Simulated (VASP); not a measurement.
# InSb (Pmmm) in VASP: a series of runs

The runs below take InSb through single point, with PBE+D3(BJ).

All numbers are computed with VASP 6.6.1; they aren't measurements. Logs are shortened: lines on timing, memory, paths and dates and some standing lists are left out, and cuts for length are marked.

### 1 The cell of the first run

Symmetry: Pmmm, No. 47, orthorhombic system. Conventional cell: a = 3.655 Å, b = 3.808 Å, c = 3.960 Å, α = 90.00°, β = 90.00°, γ = 90.00°. Within 4.3 Å of In (site symmetry mmm) lie 8 Sb at 3.30 Å and 6 In at 3.66 to 3.96 Å. Within 4.3 Å of Sb (site symmetry mmm) lie 8 In at 3.30 Å and 6 Sb at 3.66 to 3.96 Å.

### 2 Single point, PBE+D3(BJ) (strain -0.0400 x Voigt [1, -1, 0, 0, 0, 0])

INCAR

```
ALGO = Normal
EDIFF = 1E-7
ENCUT = 520
GGA = PE
ISIF = 2
ISMEAR = 0
IVDW = 12
LASPH = True
LCHARG = True
LELF = True
LREAL = False
LVHAR = True
LWAVE = False
NBANDS = 16
NELM = 80
PREC = Accurate
SIGMA = 0.15
```

KPOINTS

```
k-points
0
Gamma
  12 12 12
```

POSCAR

```
InSb
1.0
    3.6553459200      0.0000000000      0.0000000000
    0.0000000000      3.9599580800      0.0000000000
    0.0000000000      0.0000000000      3.8076520000
In Sb
1 1
Direct
    0.0000000000      0.0000000000      0.0000000000
    0.5000000000      0.5000000000      0.5000000000
```

Potentials or basis: VASP PAW PBE potentials, release 64 (In_d, Sb).

The run is started by

```sh
$ cat potpaw_PBE.64/In_d/POTCAR potpaw_PBE.64/Sb/POTCAR > POTCAR
$ mpirun -np 1 vasp_std > vasp.out
```

OUTCAR:

```text
EDIFF = 1E-7
   ENCUT = 520
   GGA = PE
   ISIF = 2
   ISMEAR = 0
   IVDW = 12
   LASPH = True
   LREAL = False
   NELM = 80
   PREC = Accurate
 IVDW          = 12

 ion  position               nearest neighbor table
   1  0.000  0.000  0.000-   2 3.30   2 3.30   2 3.30   2 3.30   2 3.30   2 3.30   2 3.30   2 3.30

   2  0.500  0.500  0.500-   1 3.30   1 3.30   1 3.30   1 3.30   1 3.30   1 3.30   1 3.30   1 3.30

  LATTYP: Found a simple orthorhombic cell.
 ALAT       =     3.6553459200
 B/A-ratio  =     1.0416666667
 C/A-ratio  =     1.0833333333

  Lattice vectors:

 A1 = (  -3.6553459200,   0.0000000000,   0.0000000000)
 A2 = (   0.0000000000,   0.0000000000,   3.8076520000)
 A3 = (   0.0000000000,   3.9599580800,   0.0000000000)

Analysis of symmetry for initial positions (statically):
=====================================================================
 Subroutine PRICEL returns:
 Original cell was already a primitive cell.

 Routine SETGRP: Setting up the symmetry group for a
 simple orthorhombic supercell.

 Subroutine GETGRP returns: Found  8 space group operations
 (whereof  8 operations were pure point group operations)
 out of a pool of  8 trial point group operations.

The static configuration has the point symmetry D_2h.

Analysis of symmetry for dynamics (positions and initial velocities):
=====================================================================
 Subroutine PRICEL returns:
 Original cell was already a primitive cell.

 Routine SETGRP: Setting up the symmetry group for a
 simple orthorhombic supercell.

 Subroutine GETGRP returns: Found  8 space group operations
 (whereof  8 operations were pure point group operations)
 out of a pool of  8 trial point group operations.

The dynamic configuration has the point symmetry D_2h.

 Subroutine INISYM returns: Found  8 space group operations
 (whereof  8 operations are pure point group operations),
 and found     1 'primitive' translations

----------------------------------------------------------------------------------------

                                     Primitive cell

  volume of cell :      55.1158

  direct lattice vectors                    reciprocal lattice vectors
     3.655345920  0.000000000  0.000000000     0.273571920  0.000000000  0.000000000
     0.000000000  3.959958080  0.000000000     0.000000000  0.252527926  0.000000000
     0.000000000  0.000000000  3.807652000     0.000000000  0.000000000  0.262629043

  length of vectors
     3.655345920  3.959958080  3.807652000     0.273571920  0.252527926  0.262629043

  position of ions in fractional coordinates (direct lattice)
     0.000000000  0.000000000  0.000000000
     0.500000000  0.500000000  0.500000000

  ion indices of the primitive-cell ions
   primitive index   ion index
                 1           1
                 2           2

----------------------------------------------------------------------------------------

 KPOINTS: k-points

Automatic generation of k-mesh.
 Grid dimensions read from file:
 generate k-points for:   12   12   12

 Generating k-lattice:

  Cartesian coordinates                     Fractional coordinates (reciprocal lattice)
     0.022797660  0.000000000  0.000000000     0.083333333  0.000000000  0.000000000
     0.000000000  0.021043994  0.000000000     0.000000000  0.083333333  0.000000000
     0.000000000  0.000000000  0.021885754     0.000000000  0.000000000  0.083333333

  Length of vectors
     0.022797660  0.021043994  0.021885754

  Shift w.r.t. Gamma in fractional coordinates (k-lattice)
     0.000000000  0.000000000  0.000000000

 Subroutine IBZKPT returns following result:
 ===========================================

 Found    343 irreducible k-points:

 Following reciprocal coordinates:
            Coordinates               Weight
  0.000000  0.000000  0.000000      1.000000
  0.083333  0.000000  0.000000      2.000000
  0.166667  0.000000  0.000000      2.000000
  0.250000  0.000000  0.000000      2.000000
  0.333333  0.000000  0.000000      2.000000
  0.416667  0.000000  0.000000      2.000000
[... 16 lines left out ...]
  0.083333  0.250000  0.000000      4.000000
  0.166667  0.250000  0.000000      4.000000
 [... further k-points ...]
   k-points           NKPTS =    343   k-points in BZ     NKDIM =    343   number of bands    NBANDS=     16
   number of dos      NEDOS =    301   number of ions     NIONS =      2
   total plane-waves  NPLWV =  23520
   dimension x,y,z NGX =    28 NGY =   30 NGZ =   28
   dimension x,y,z NGXF=    56 NGYF=   60 NGZF=   56
   ions per type =               1   1
   NGX,Y,Z   is equivalent  to a cutoff of  12.73, 12.59, 12.23 a.u.
   NGXF,Y,Z  is equivalent  to a cutoff of  25.47, 25.19, 24.45 a.u.
 SYSTEM =  unknown system
   PREC   = accura    normal or accurate (medium, high low for compatibility)
   ISTART =      0    job   : 0-new  1-cont  2-samecut
   ICHARG =      2    charge: 1-file 2-atom 10-const
   ISPIN  =      1    spin polarized calculation?
   LNONCOLLINEAR =      F non collinear calculations
   LSORBIT =      F    spin-orbit coupling
   LASPH  =      T    aspherical Exc in radial PAW
   ENCUT  =  520.0 eV  38.22 Ry    6.18 a.u.   6.80  7.36  7.08*2*pi/ulx,y,z
   NELM   =     80;   NELMIN=  2; NELMDL= -5     # of ELM steps
   EDIFF  = 0.1E-06   stopping-criterion for ELM
   LREAL  =      F    real-space projection
   EDIFFG = 0.1E-05   stopping-criterion for IOM
   NSW    =      0    number of steps for IOM
   IBRION =     -1    ionic relax: 0-MD 1-quasi-New 2-CG
   NFREE  =      0    steps in history (QN), initial steepest desc. (CG)
   ISIF   =      2    stress and relaxation
   ISYM   =      2    0-nonsym 1-usesym 2-fastsym
   POTIM  = 0.5000    time-step for ionic-motion
   TEBEG  =    0.0;   TEEND  =   0.0 temperature during run
   PSTRESS=    0.0 pullay stress
   NELECT =      18.0000    total number of electrons
   NUPDOWN=      -1.0000    fix difference up-down
   EMIN   =  10.00;   EMAX   =-10.00  energy-range for DOS
   EFERMI =   0.00;   METHOD = LEGACY
   ISMEAR =     0;   SIGMA  =   0.15  broadening in eV -4-tet -1-fermi 0-gaus
   EFERMI_NEDOS =   21; number of points for ismear=-14 and -15
   IALGO  =     38    algorithm
   IMIX   =      4    mixing-type and parameters
     AMIX     =   0.40;   BMIX     =  1.00
     AMIX_MAG =   1.60;   BMIX_MAG =  1.00
  volume/ion in A,a.u.               =      27.56       185.97
  Fermi-wavevector in a.u.,A,eV,Ry     =   1.127388  2.130455 17.293067  1.271005
  Thomas-Fermi vector in A             =   2.264074
   LORBIT       =      0    0 simple, 1 ext, 2 COOP (PROOUT), +10 PAW based schemes
   GGA     = PE    functional components
   LHFCALC =     F    Hartree Fock is set to
   AEXX    =    0.0000 exact exchange contribution
   IVDW    =    12    specifies the selected vdW correction
   LEPSILON=     F    determine dielectric tensor
   LRPA    =     F    only Hartree local field effects (RPA)
 non-spin polarized calculation
 Gauss-broadening in eV      SIGMA  =   0.15
  energy-cutoff  :      520.00
  volume of cell :       55.12
 maximum number of plane-waves:      1504
 NGX is ok and might be reduce to    28
   NGX = 13   NGY = 15   NGZ = 15

 number of electron      17.9999999 magnetization

 Free energy of the ion-electron system (eV)
  ---------------------------------------------------
  ext. energy  EPLUGINS =         0.00000000
  ---------------------------------------------------
  free energy    TOTEN  =        -6.50795767 eV

  energy without entropy =       -6.49574135  energy(sigma->0) =       -6.50184951

 E-fermi :   7.4520     XC(G=0): -10.0648

 val. band max:        7.4434716097   @ k =   0.2500   0.0000   0.4167
 cond. band min:       7.4530885882   @ k =   0.5000   0.1667   0.0833
 fundamental gap:      0.0096169785
 Fermi energy:         7.4519905592

 k-point     1 :       0.0000    0.0000    0.0000
  band No.  band energies     occupation
      1      -7.0639      2.00000
      2      -7.0251      2.00000
      3      -6.9407      2.00000
      4      -6.9323      2.00000
      5      -6.9283      2.00000
      6      -3.8625      2.00000
[... 8 lines left out ...]
     15      15.9991      0.00000
     16      18.9022      0.00000

 k-point     2 :       0.0833    0.0000    0.0000
  band No.  band energies     occupation
      1      -7.0552      2.00000
      2      -7.0240      2.00000
      3      -6.9404      2.00000
      4      -6.9367      2.00000
      5      -6.9323      2.00000
      6      -3.7893      2.00000
[... 8 lines left out ...]
     15      15.4833      0.00000
     16      18.6005      0.00000

 k-point     3 :       0.1667    0.0000    0.0000
  band No.  band energies     occupation
      1      -7.0343      2.00000
      2      -7.0179      2.00000
      3      -6.9485      2.00000
      4      -6.9433      2.00000
      5      -6.9396      2.00000
      6      -3.5725      2.00000
[... 8 lines left out ...]
     15      14.7215      0.00000
     16      18.1213      0.00000

 k-point     4 :       0.2500    0.0000    0.0000
  band No.  band energies     occupation
      1      -7.0240      2.00000
      2      -6.9914      2.00000
      3      -6.9645      2.00000
      4      -6.9582      2.00000
      5      -6.9385      2.00000
      6      -3.2227      2.00000
[... 8 lines left out ...]
     15      16.2428      0.00000
     16      16.8825      0.00000
[... 324 lines left out ...]
 k-point    22 :       0.0000    0.2500    0.0000
  band No.  band energies     occupation
      1      -7.0598      2.00000
      2      -6.9918      2.00000
      3      -6.9577      2.00000
      4      -6.9475      2.00000
      5      -6.9277      2.00000
      6      -3.3518      2.00000
[... 8 lines left out ...]
     15      14.4134      0.00000
     16      16.5825      0.00000

 k-point    23 :       0.0833    0.2500    0.0000
  band No.  band energies     occupation
      1      -7.0516      2.00000
      2      -6.9898      2.00000
      3      -6.9571      2.00000
      4      -6.9540      2.00000
      5      -6.9313      2.00000
      6      -3.2771      2.00000
[... 8 lines left out ...]
     15      14.6560      0.00000
     16      17.1566      0.00000

 k-point    24 :       0.1667    0.2500    0.0000
  band No.  band energies     occupation
      1      -7.0315      2.00000
      2      -6.9821      2.00000
      3      -6.9712      2.00000
      4      -6.9556      2.00000
      5      -6.9412      2.00000
      6      -3.0567      2.00000
[... 8 lines left out ...]
     15      15.1544      0.00000
     16      17.4168      0.00000

 [... further k-points ...]

------------------------ aborting loop because EDIFF is reached ----------------------------------------

 Edisp (eV)   -0.81978

 E8    (eV) :    -0.3919

  FORCE on cell =-STRESS in cart. coord.  units (eV):
  Direction    XX          YY          ZZ          XY          YZ          ZX
  --------------------------------------------------------------------------------------
  -------------------------------------------------------------------------------------
  Total      -0.94105    -0.80881    -0.73495     0.00000     0.00000     0.00000
  in kB     -27.35561   -23.51153   -21.36441     0.00000     0.00000     0.00000
  external pressure =      -24.08 kB  Pullay stress =        0.00 kB

 VOLUME and BASIS-vectors are now :
 -----------------------------------------------------------------------------
  energy-cutoff  :      520.00
  volume of cell :       55.12
      direct lattice vectors                 reciprocal lattice vectors
     3.655345920  0.000000000  0.000000000     0.273571920  0.000000000  0.000000000
     0.000000000  3.959958080  0.000000000     0.000000000  0.252527926  0.000000000
     0.000000000  0.000000000  3.807652000     0.000000000  0.000000000  0.262629043

 POSITION                                       TOTAL-FORCE (eV/Angst)
 -----------------------------------------------------------------------------------
      0.00000      0.00000      0.00000         0.000000      0.000000      0.000000
      1.82767      1.97998      1.90383         0.000000      0.000000      0.000000
 -----------------------------------------------------------------------------------
    total drift:                               -0.000000      0.000000     -0.000000

  FREE ENERGIE OF THE ION-ELECTRON SYSTEM (eV)
  ---------------------------------------------------
  free  energy   TOTEN  =        -7.3277403264 eV

  energy  without entropy=       -7.3155240124  energy(sigma->0) =       -7.32163217
```

Wall time 1.9 min (1 thread of Intel Xeon 6975P-C (Granite Rapids), shared host); peak memory 0.42 GiB.

Results:

```
Free energy                : -7.3277 eV
Pressure                   : -2.4 GPa
Band gap on the k mesh     : zero (bands 9 and 10 overlap by 3.95 eV)
Dispersion energy per atom : -0.410 eV
```

Caveat: the cell differs from its parent crystal (strain -0.0400 x Voigt [1, -1, 0, 0, 0, 0]); spin-orbit coupling is left out, which moves the levels of the heavy elements.

### 3 Single point, PBE+D3(BJ) (strain +0.0350 x Voigt [1, -1, 0, 0, 0, 0])

INCAR

```
SYSTEM = InSb
PREC = Accurate
ENCUT = 520
EDIFF = 1E-6
ISMEAR = 0
SIGMA = 0.15
LREAL = .False.
LASPH = .True.
NELM = 100
ALGO = Normal
ISIF = 2
LWAVE = .False.
LCHARG = .True.
GGA = PE
IVDW = 12
LELF = .True.
LVHAR = .True.
NBANDS = 16
```

KPOINTS

```
regular mesh
0
Gamma
  12 12 12
  0 0 0
```

POSCAR

```
InSb
1.0
    3.9409198200      0.0000000000      0.0000000000
    0.0000000000      3.6743841800      0.0000000000
    0.0000000000      0.0000000000      3.8076520000
In Sb
1 1
Direct
    0.0000000000      0.0000000000      0.0000000000
    0.5000000000      0.5000000000      0.5000000000
```

Potentials or basis: VASP PAW PBE potentials, release 64 (In_d, Sb).

The run is started by

```sh
$ cat potpaw_PBE.64/In_d/POTCAR potpaw_PBE.64/Sb/POTCAR > POTCAR
$ mpirun -np 1 vasp_std > vasp.out
```

Run time: 1.7 min. Hardware: 1 thread of Intel Xeon 6975P-C (Granite Rapids), shared host; peak memory 0.42 GiB.

The run converged. Its results:

| Item | Value |
| --- | --- |
| Free energy | -7.3268 eV |
| Pressure | -2.5 GPa |
| Band gap on the k mesh | zero (bands 9 and 10 overlap by 3.84 eV) |
| Dispersion energy per atom | -0.410 eV |

Stress tensor (GPa, compression positive):
```
-2.41  0.00  0.00
 0.00 -2.74  0.00
 0.00  0.00 -2.23
```

Levels at points of the mesh, in eV from the Fermi level:
```
           k point  band 7  band 8  band 9  band 10  band 11  band 12
(0.00, 0.00, 0.00)   -2.25   -1.18   -0.62     0.02     3.91     4.43
(0.50, 0.00, 0.00)   -7.13    1.06    1.62     2.51     2.77     3.69
(0.00, 0.50, 0.00)   -6.81    0.89    1.36     1.86     2.08     3.39
(0.50, 0.50, 0.00)   -4.38   -4.19   -4.17     1.88     5.60     5.62
(0.00, 0.00, 0.50)   -6.98    0.72    1.75     2.10     2.35     3.21
(0.50, 0.00, 0.50)   -4.43   -4.41   -4.33     2.27     6.12     6.22
(0.00, 0.50, 0.50)   -4.26   -4.15   -3.94     1.55     5.10     5.15
(0.50, 0.50, 0.50)   -2.38   -2.33   -2.06    -1.84    -0.47    -0.32
```

Caveat: the cell differs from its parent crystal (strain +0.0350 x Voigt [1, -1, 0, 0, 0, 0]); spin-orbit coupling is left out, which moves the levels of the heavy elements.
